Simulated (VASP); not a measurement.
# HfN (I-4m2) in VASP: a series of runs, part 2 of 2

VASP 6.6.1.

## (5) Single point, PBEsol (strain +0.0100 x Voigt [1, 0, 0, 0, 0, 0])

File INCAR:

```
PREC     = Accurate       # precision mode
ENCUT    = 520            # plane-wave cutoff, eV
EDIFF    = 1E-7           # SCF threshold, eV
ISMEAR   = 0              # smearing method
SIGMA    = 0.15           # smearing width, eV
LREAL    = False          # projectors in reciprocal space
LASPH    = True           # aspherical terms in the spheres
NELM     = 80             # most SCF steps
ALGO     = Normal         # electronic algorithm
ISIF     = 2              # what is computed and relaxed
LWAVE    = False          # write WAVECAR
LCHARG   = False          # write CHGCAR
GGA      = PS             # functional
NBANDS   = 14             # bands
```

File KPOINTS:

```
regular mesh
0
Gamma
  16 16 16
```

File POSCAR:

```
HfN
1.0
    0.0000000000      2.4548220000      2.4548220000
    2.4793702200      0.0000000000      2.4548220000
    2.4793702200      2.4548220000      0.0000000000
Hf N
1 1
Direct
    0.0000000000      0.0000000000      0.0000000000
    0.7500000000      0.7500000000      0.7500000000
```

Potentials or basis: VASP PAW PBE potentials, release 64 (Hf_pv, N).

On the command line:

```sh
$ cat potpaw_PBE.64/Hf_pv/POTCAR potpaw_PBE.64/N/POTCAR > POTCAR
$ mpirun -np 1 vasp_std > vasp.out
```

OUTCAR:

```text
PREC = Accurate
   ENCUT = 520
   EDIFF = 1E-7
   ISMEAR = 0
   LREAL = False
   LASPH = True
   NELM = 80
   ISIF = 2
   GGA = PS

 ion  position               nearest neighbor table
   1  0.000  0.000  0.000-   2 2.13   2 2.13   2 2.13   2 2.13
   2  0.750  0.750  0.750-   1 2.13   1 2.13   1 2.13   1 2.13

  LATTYP: Found a body centered tetragonal cell.
 ALAT       =     3.4716425656
 C/A-ratio  =     1.4283556980

  Lattice vectors:

 A1 = (   2.4793702200,   0.0000000000,   2.4548220000)
 A2 = (   2.4793702200,   0.0000000000,  -2.4548220000)
 A3 = (  -2.4793702200,   2.4548220000,   0.0000000000)

Analysis of symmetry for initial positions (statically):
=====================================================================
 Subroutine PRICEL returns:
 Original cell was already a primitive cell.

 Routine SETGRP: Setting up the symmetry group for a
 body centered tetragonal supercell.

 Subroutine GETGRP returns: Found  8 space group operations
 (whereof  8 operations were pure point group operations)
 out of a pool of 16 trial point group operations.

The static configuration has the point symmetry D_2d.

[... 176 lines left out ...]
      7       0.1295      2.00000
      8       4.7705      2.00000
      9       7.6429      0.00000
     10       7.7671      0.00000
     11      11.9406      0.00000
     12      12.0994      0.00000
     13      12.0994      0.00000
     14      17.7910      0.00000
[... 377 lines left out ...]
      1     -25.6099      2.00000
      2     -25.5790      2.00000
      3     -25.5697      2.00000
      4     -10.4025      2.00000
      5      -0.1198      2.00000
      6       0.1781      2.00000
      7       0.2266      2.00000
      8       5.3235      1.94181
      9       7.3720      0.00000
     10       7.6996      0.00000
     11      11.8305      0.00000
     12      12.1519      0.00000
     13      12.3465      0.00000
     14      17.3002      0.00000

 [... further k-points ...]

------------------------ aborting loop because EDIFF is reached ----------------------------------------

  FORCE on cell =-STRESS in cart. coord.  units (eV):
  Direction    XX          YY          ZZ          XY          YZ          ZX
  --------------------------------------------------------------------------------------
  -------------------------------------------------------------------------------------
  Total       -1.6296533     -1.3418766     -1.3418766      0.0000000      0.0000000     -0.0000000
  in kB      -87.3764528    -71.9468458    -71.9468458      0.0000000      0.0000000     -0.0000000
  external PRESSURE =     -77.0900482 kB  Pullay stress =       0.0000000 kB

 VOLUME and BASIS-vectors are now :
 -----------------------------------------------------------------------------
  energy-cutoff  :      520.00
  volume of cell :       29.88
      direct lattice vectors                 reciprocal lattice vectors
     0.000000000  2.454822000  2.454822000    -0.201664115  0.203680756  0.203680756
     2.479370220  0.000000000  2.454822000     0.201664115 -0.203680756  0.203680756
     2.479370220  2.454822000  0.000000000     0.201664115  0.203680756 -0.203680756

 POSITION                                       TOTAL-FORCE (eV/Angst)
 -----------------------------------------------------------------------------------
      0.00000      0.00000      0.00000         0.000000      0.000000      0.000000
      3.71906      3.68223      3.68223        -0.000000     -0.000000     -0.000000
 -----------------------------------------------------------------------------------
    total drift:                                0.000000      0.000000      0.000000

  FREE ENERGIE OF THE ION-ELECTRON SYSTEM (eV)
  ---------------------------------------------------
  free  energy   TOTEN  =       -22.2425995017 eV

  energy  without entropy=      -22.2351685913  energy(sigma->0) =      -22.23888405
```

Run time: 95 s. Hardware: 1 thread of Intel Xeon Platinum 8488C (Sapphire Rapids), shared host; peak memory 0.28 GiB.

What came out:

- Free energy: -22.2426 eV
- Pressure: -7.7 GPa

Stress tensor (GPa, compression positive):
```
-8.74  0.00  0.00
 0.00 -7.19  0.00
 0.00  0.00 -7.19
```

Caveat: the cell differs from its parent crystal (strain +0.0100 x Voigt [1, 0, 0, 0, 0, 0]); the PAW data sets were made with another functional, which shifts forces and pressure a little; spin-orbit coupling is left out, which moves the levels of the heavy elements.

## (6) Single point, PBEsol (strain +0.0200 x Voigt [1, 0, 0, 0, 0, 0])

File INCAR:

```
SYSTEM = HfN
PREC = Accurate
ENCUT = 520
EDIFF = 1E-7
ISMEAR = 0
SIGMA = 0.15
LREAL = .FALSE.
LASPH = .TRUE.
NELM = 60
ALGO = Normal
ISIF = 2
LWAVE = .FALSE.
LCHARG = .TRUE.
GGA = PS
LELF = .TRUE.
LVHAR = .TRUE.
NBANDS = 14
```

File KPOINTS:

```
regular mesh
0
G
  16 16 16
  0 0 0
```

File POSCAR:

```
HfN
1.0
    0.0000000000      2.4548220000      2.4548220000
    2.5039184400      0.0000000000      2.4548220000
    2.5039184400      2.4548220000      0.0000000000
Hf N
1 1
Direct
    0.0000000000      0.0000000000      0.0000000000
    0.7500000000      0.7500000000      0.7500000000
```

Potentials or basis: VASP PAW PBE potentials, release 64 (Hf_pv, N).

On the command line:

```sh
$ cat potpaw_PBE.64/Hf_pv/POTCAR potpaw_PBE.64/N/POTCAR > POTCAR
$ mpirun -np 1 vasp_std > vasp.out
```

Wall time 1.9 min (1 thread of Intel Xeon Platinum 8488C (Sapphire Rapids), shared host); peak memory 0.28 GiB.

The run converged. Its results:

* Free energy: -22.2241 eV
* Pressure: -9.4 GPa

Stress tensor (GPa, compression positive):
```
-11.49   0.00   0.00
  0.00  -8.38   0.00
  0.00   0.00  -8.38
```

Levels at points of the mesh, in eV from the Fermi level:
| k point | band 6 | band 7 | band 8 | band 9 | band 10 | band 11 |
| --- | --- | --- | --- | --- | --- | --- |
| (0.00, 0.00, 0.00) | -5.34 | -5.34 | -0.78 | 2.03 | 2.28 | 6.25 |
| (0.50, 0.00, 0.00) | -4.84 | -4.73 | 1.50 | 2.62 | 2.66 | 4.09 |
| (0.50, 0.50, 0.00) | -3.62 | -3.56 | -1.09 | 2.08 | 3.91 | 4.52 |
| (0.00, 0.50, 0.50) | -3.53 | -3.53 | -1.21 | 2.05 | 3.91 | 4.53 |

Caveat: the cell differs from its parent crystal (strain +0.0200 x Voigt [1, 0, 0, 0, 0, 0]); the PAW data sets were made with another functional, which shifts forces and pressure a little; spin-orbit coupling is left out, which moves the levels of the heavy elements.

## (7) Overview

```csv
cell,gap on the mesh (eV),pressure (GPa)
"a = 3.472, b = 3.420, c = 3.420 Å, angles 61.0, 59.5, 59.5°, 2 atoms",none,0.0
"a = 3.472, b = 3.437, c = 3.437 Å, angles 60.7, 59.7, 59.7°, 2 atoms",none,-2.1
"a = 3.472, b = 3.454, c = 3.454 Å, angles 60.3, 59.8, 59.8°, 2 atoms",none,-4.0
"a = 3.472, b = 3.489, c = 3.489 Å, angles 59.7, 60.2, 60.2°, 2 atoms",none,-7.7
"a = 3.472, b = 3.507, c = 3.507 Å, angles 59.3, 60.3, 60.3°, 2 atoms",none,-9.4
```

Alike in all rows: task single point; level PBEsol; potentials or basis VASP PAW PBE potentials, release 64 (Hf_pv, N); no spin polarisation; k mesh 16 × 16 × 16; cutoff (eV) 520; smearing gaussian 0.15 eV.

Caveats: the PAW data sets were made with another functional, which shifts forces and pressure a little; spin-orbit coupling is left out, which moves the levels of the heavy elements.

Total energies depend on the potentials used, so only differences within one code and one set of settings carry meaning.
